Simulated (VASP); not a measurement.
# MgSe (Fm-3m) in VASP: further runs, part 2 of 2

VASP 6.6.1.

## Step 3: Single point, PBE

This run uses another cell than the first one, of 20.49 Å³/atom, 1.062 times its volume.

The input, INCAR:

```
SYSTEM = MgSe
PREC     = Accurate       ! precision mode
ENCUT    = 600            ! plane-wave cutoff, eV
EDIFF    = 1E-6           ! SCF threshold, eV
ISMEAR   = 0              ! smearing method
SIGMA    = 0.01           ! smearing width, eV
LREAL    = .FALSE.        ! projectors in reciprocal space
LASPH    = .TRUE.         ! aspherical terms in the spheres
NELM     = 120            ! most SCF steps
ALGO     = Normal         ! electronic algorithm
ISIF     = 2              ! what is computed and relaxed
LWAVE    = .FALSE.        ! write WAVECAR
LCHARG   = .TRUE.         ! write CHGCAR
GGA      = PE             ! functional
LELF     = .TRUE.         ! ELF
LVHAR    = .TRUE.       
NBANDS   = 11             ! bands
GGA_COMPAT= .FALSE.
```

The input, KPOINTS:

```
regular mesh
0
G
  4 4 4
  0 0 0
```

The input, POSCAR:

```
MgSe
1.0
    0.0000000000      2.7362693761      2.7362693761
    2.7362693761      0.0000000000      2.7362693761
    2.7362693761      2.7362693761      0.0000000000
Mg Se
1 1
Direct
    0.0000000000      0.0000000000      0.0000000000
    0.5000000000      0.5000000000      0.5000000000
```

Potentials or basis: VASP PAW PBE potentials, release 64 (Mg, Se).

Run with:

```sh
$ cat potpaw_PBE.64/Mg/POTCAR potpaw_PBE.64/Se/POTCAR > POTCAR
$ mpirun -np 1 vasp_std > vasp.out
```

OUTCAR:

```text
SYSTEM = MgSe
   PREC = Accurate
   ENCUT = 600
   EDIFF = 1E-6
   ISMEAR = 0
   LREAL = .FALSE.
   LASPH = .TRUE.
   NELM = 120
   ISIF = 2
   GGA = PE

 ion  position               nearest neighbor table
   1  0.000  0.000  0.000-   2 2.74   2 2.74   2 2.74   2 2.74   2 2.74   2 2.74
   2  0.500  0.500  0.500-   1 2.74   1 2.74   1 2.74   1 2.74   1 2.74   1 2.74

  LATTYP: Found a face centered cubic cell.
 ALAT       =     5.4725387522

  Lattice vectors:

 A1 = (   0.0000000000,   2.7362693761,   2.7362693761)
 A2 = (   2.7362693761,   0.0000000000,   2.7362693761)
 A3 = (   2.7362693761,   2.7362693761,   0.0000000000)

Analysis of symmetry for initial positions (statically):
=====================================================================
 Subroutine PRICEL returns:
 Original cell was already a primitive cell.

 Routine SETGRP: Setting up the symmetry group for a
 face centered cubic supercell.

 Subroutine GETGRP returns: Found 48 space group operations
 (whereof 48 operations were pure point group operations)
 out of a pool of 48 trial point group operations.

The static configuration has the point symmetry O_h .

Analysis of symmetry for dynamics (positions and initial velocities):
=====================================================================
 Subroutine PRICEL returns:
 Original cell was already a primitive cell.

 Routine SETGRP: Setting up the symmetry group for a
 face centered cubic supercell.

 Subroutine GETGRP returns: Found 48 space group operations
 (whereof 48 operations were pure point group operations)
 out of a pool of 48 trial point group operations.

The dynamic configuration has the point symmetry O_h .

 Subroutine INISYM returns: Found 48 space group operations
 (whereof 48 operations are pure point group operations),
 and found     1 'primitive' translations

----------------------------------------------------------------------------------------

                                     Primitive cell

  volume of cell :      40.9738

  direct lattice vectors                    reciprocal lattice vectors
     0.000000000  2.736269376  2.736269376    -0.182730547  0.182730547  0.182730547
     2.736269376  0.000000000  2.736269376     0.182730547 -0.182730547  0.182730547
     2.736269376  2.736269376  0.000000000     0.182730547  0.182730547 -0.182730547

  length of vectors
     3.869669262  3.869669262  3.869669262     0.316498592  0.316498592  0.316498592

  position of ions in fractional coordinates (direct lattice)
     0.000000000  0.000000000  0.000000000
     0.500000000  0.500000000  0.500000000

  ion indices of the primitive-cell ions
   primitive index   ion index
                 1           1
                 2           2

----------------------------------------------------------------------------------------

 KPOINTS: regular mesh

Automatic generation of k-mesh.
 Grid dimensions read from file:
 generate k-points for:    4    4    4

 Generating k-lattice:

  Cartesian coordinates                     Fractional coordinates (reciprocal lattice)
    -0.045682637  0.045682637  0.045682637     0.250000000  0.000000000  0.000000000
     0.045682637 -0.045682637  0.045682637     0.000000000  0.250000000  0.000000000
     0.045682637  0.045682637 -0.045682637     0.000000000  0.000000000  0.250000000

  Length of vectors
     0.079124648  0.079124648  0.079124648

  Shift w.r.t. Gamma in fractional coordinates (k-lattice)
     0.000000000  0.000000000  0.000000000

 Subroutine IBZKPT returns following result:
 ===========================================

 Found      8 irreducible k-points:

 Following reciprocal coordinates:
            Coordinates               Weight
  0.000000  0.000000  0.000000      1.000000
  0.250000  0.000000  0.000000      8.000000
  0.500000  0.000000  0.000000      4.000000
  0.250000  0.250000  0.000000      6.000000
  0.500000  0.250000  0.000000     24.000000
 -0.250000  0.250000  0.000000     12.000000
  0.500000  0.500000  0.000000      3.000000
 -0.250000  0.500000  0.250000      6.000000
   k-points           NKPTS =      8   k-points in BZ     NKDIM =      8   number of bands    NBANDS=     11
   number of dos      NEDOS =    301   number of ions     NIONS =      2
   total plane-waves  NPLWV =  32768
   dimension x,y,z NGX =    32 NGY =   32 NGZ =   32
   dimension x,y,z NGXF=    64 NGYF=   64 NGZF=   64
   ions per type =               1   1
   NGX,Y,Z   is equivalent  to a cutoff of  13.75, 13.75, 13.75 a.u.
   NGXF,Y,Z  is equivalent  to a cutoff of  27.50, 27.50, 27.50 a.u.
 SYSTEM =  MgSe
   PREC   = accura    normal or accurate (medium, high low for compatibility)
   ISTART =      0    job   : 0-new  1-cont  2-samecut
   ICHARG =      2    charge: 1-file 2-atom 10-const
   ISPIN  =      1    spin polarized calculation?
   LNONCOLLINEAR =      F non collinear calculations
   LSORBIT =      F    spin-orbit coupling
   LASPH  =      T    aspherical Exc in radial PAW
   ENCUT  =  600.0 eV  44.10 Ry    6.64 a.u.   7.73  7.73  7.73*2*pi/ulx,y,z
   NELM   =    120;   NELMIN=  2; NELMDL= -5     # of ELM steps
   EDIFF  = 0.1E-05   stopping-criterion for ELM
   LREAL  =      F    real-space projection
   EDIFFG = 0.1E-04   stopping-criterion for IOM
   NSW    =      0    number of steps for IOM
   IBRION =     -1    ionic relax: 0-MD 1-quasi-New 2-CG
   NFREE  =      0    steps in history (QN), initial steepest desc. (CG)
   ISIF   =      2    stress and relaxation
   ISYM   =      2    0-nonsym 1-usesym 2-fastsym
   POTIM  = 0.5000    time-step for ionic-motion
   TEBEG  =    0.0;   TEEND  =   0.0 temperature during run
   PSTRESS=    0.0 pullay stress
   NELECT =       8.0000    total number of electrons
   NUPDOWN=      -1.0000    fix difference up-down
   EMIN   =  10.00;   EMAX   =-10.00  energy-range for DOS
   EFERMI =   0.00;   METHOD = LEGACY
   ISMEAR =     0;   SIGMA  =   0.01  broadening in eV -4-tet -1-fermi 0-gaus
   EFERMI_NEDOS =   21; number of points for ismear=-14 and -15
   IALGO  =     38    algorithm
   IMIX   =      4    mixing-type and parameters
     AMIX     =   0.40;   BMIX     =  1.00
     AMIX_MAG =   1.60;   BMIX_MAG =  1.00
  volume/ion in A,a.u.               =      20.49       138.25
  Fermi-wavevector in a.u.,A,eV,Ry     =   0.949735  1.794740 12.272420  0.901997
  Thomas-Fermi vector in A             =   2.078046
   LORBIT       =      0    0 simple, 1 ext, 2 COOP (PROOUT), +10 PAW based schemes
   GGA     = PE    functional components
   LHFCALC =     F    Hartree Fock is set to
   AEXX    =    0.0000 exact exchange contribution
   IVDW    =     0    specifies the selected vdW correction
   LEPSILON=     F    determine dielectric tensor
   LRPA    =     F    only Hartree local field effects (RPA)
 non-spin polarized calculation
 Gauss-broadening in eV      SIGMA  =   0.01
  energy-cutoff  :      600.00
  volume of cell :       40.97
 maximum number of plane-waves:      1384
 NGX is ok and might be reduce to    32
   NGX = 15   NGY = 15   NGZ = 15

 number of electron       8.0000000 magnetization

 Free energy of the ion-electron system (eV)
  ---------------------------------------------------
  ext. energy  EPLUGINS =         0.00000000
  ---------------------------------------------------
  free energy    TOTEN  =        -7.41866745 eV

  energy without entropy =       -7.41866745  energy(sigma->0) =       -7.41866745

 E-fermi :   3.2143     XC(G=0):  -9.4310

 val. band max:        3.1631004559   @ k =   0.0000   0.0000   0.0000
 cond. band min:       4.9123847853   @ k =   0.5000   0.5000   0.0000
 fundamental gap:      1.7492843294
 Fermi energy:         3.2143374557

 k-point     1 :       0.0000    0.0000    0.0000
  band No.  band energies     occupation
      1      -9.7129      2.00000
      2       3.1631      2.00000
      3       3.1631      2.00000
      4       3.1631      2.00000
      5       5.6664      0.00000
      6      10.5554      0.00000
      7      10.5554      0.00000
      8      10.5554      0.00000
      9      13.0880      0.00000
     10      13.0880      0.00000
     11      14.1081      0.00000
[... 85 lines left out ...]
 k-point     8 :      -0.2500    0.5000    0.2500
  band No.  band energies     occupation
      1      -8.2638      2.00000
      2      -0.1160      2.00000
      3      -0.1160      2.00000
      4       0.6300      2.00000
      5       7.6349      0.00000
      6      10.0727      0.00000
      7      10.7020      0.00000
      8      10.7020      0.00000
      9      16.1567      0.00000
     10      16.1567      0.00000
     11      17.8262      0.00000

------------------------ aborting loop because EDIFF is reached ----------------------------------------

  FORCE on cell =-STRESS in cart. coord.  units (eV):
  Direction    XX          YY          ZZ          XY          YZ          ZX
  --------------------------------------------------------------------------------------
  -------------------------------------------------------------------------------------
  Total        0.3896881      0.3896881      0.3896881      0.0000000      0.0000000      0.0000000
  in kB       15.2377617     15.2377617     15.2377617      0.0000000      0.0000000      0.0000000
  external PRESSURE =      15.2377617 kB  Pullay stress =       0.0000000 kB

 VOLUME and BASIS-vectors are now :
 -----------------------------------------------------------------------------
  energy-cutoff  :      600.00
  volume of cell :       40.97
      direct lattice vectors                 reciprocal lattice vectors
     0.000000000  2.736269376  2.736269376    -0.182730547  0.182730547  0.182730547
     2.736269376  0.000000000  2.736269376     0.182730547 -0.182730547  0.182730547
     2.736269376  2.736269376  0.000000000     0.182730547  0.182730547 -0.182730547

 POSITION                                       TOTAL-FORCE (eV/Angst)
 -----------------------------------------------------------------------------------
      0.00000      0.00000      0.00000         0.000000     -0.000000     -0.000000
      2.73627      2.73627      2.73627        -0.000000      0.000000      0.000000
 -----------------------------------------------------------------------------------
    total drift:                               -0.000000     -0.000000      0.000000

  FREE ENERGIE OF THE ION-ELECTRON SYSTEM (eV)
  ---------------------------------------------------
  free  energy   TOTEN  =        -7.4186674549 eV

  energy  without entropy=       -7.4186674549  energy(sigma->0) =       -7.41866745
```

Wall time 5.6 s (1 thread of Intel Xeon Platinum 8559C (Emerald Rapids), shared host); peak memory 0.16 GiB.

Results:

| Item | Value |
| --- | --- |
| Free energy | -7.4187 eV |
| Pressure | 1.5 GPa |
| Band gap on the k mesh | 1.75 eV, indirect (least direct gap 2.50 eV) |

Caveat: the k points lie up to 0.50 Å⁻¹ apart. Expect the measured gap to be larger: semilocal functionals such as PBE lack the derivative discontinuity.
